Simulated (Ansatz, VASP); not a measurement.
**GaAs in VASP and in Ansatz**

```
CELL_PARAMETERS angstrom
0.00000 2.82685 2.82685
2.82685 0.00000 2.82685
2.82685 2.82685 0.00000
ATOMIC_POSITIONS crystal
Ga 0.00000 0.00000 0.00000
As 0.75000 0.75000 0.75000
```

Alike in both runs: task single point; functional PBE; k mesh 8 × 8 × 8; no spin polarisation.

```csv
,VASP,Ansatz
version,VASP 6.6.1,Ansatz 0.2.0
potentials or method,"VASP PAW PBE potentials, release 64 (Ga_d, As), cutoff 500 eV","plane waves, PAW"
occupations,"gaussian, width 0.01 eV",fixed
valence electrons in the cell,18,28
```

|  | VASP | Ansatz | Ansatz less VASP |
| --- | --- | --- | --- |
| pressure (GPa) | 3.4 | 3.3 | -0.17 |

VASP's potentials hold 18 valence electrons a cell and Ansatz's 28, so a difference there can come from the potentials and not from the codes.
